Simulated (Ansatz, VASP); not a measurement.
# Two plane-wave programs on Be

```
Be
1.0
     2.11576    0.00000    0.00000
    -1.05788    1.83230    0.00000
     0.00000    0.00000   25.40362
Be
12
Direct
  0.66667 0.33333 0.63279
  0.66667 0.33333 0.13279
  0.66667 0.33333 0.36721
  0.66667 0.33333 0.86721
  0.00000 0.00000 0.25000
  0.33333 0.66667 0.86721
  0.00000 0.00000 0.75000
  0.66667 0.33333 0.25000
  0.33333 0.66667 0.36721
  0.33333 0.66667 0.75000
  0.33333 0.66667 0.13279
  0.33333 0.66667 0.63279
```

Alike in both runs: task single point; functional PBE; k mesh 12 × 12 × 1; occupations gaussian, width 0.1 eV; no spin polarisation.

```csv
,VASP,Ansatz
version,VASP 6.6.1,Ansatz 0.2.0
potentials or method,"VASP PAW PBE potentials, release 64 (Be), cutoff 520 eV","scalar-relativistic, plane waves, PAW"
valence electrons in the cell,24,24
```

Ansatz gave:

| Property | Result |
| --- | --- |
| gap on the k mesh at the Fermi level (eV) | none |
| rms of the force components (eV/Å) | 0.054 |

Problem. Estimate VASP's values.

Solution. gap on the k mesh at the Fermi level (eV): none; rms of the force components (eV/Å): 0.061.

Atom by atom the forces differ by 0.014 eV/Å (rms over components). A gap of «none» marks a metal or a gap that the smearing closes. With one functional, cell and mesh, what is left measures potentials, basis and numerics.

Noted on VASP's run: the cell as given lies far from equilibrium.
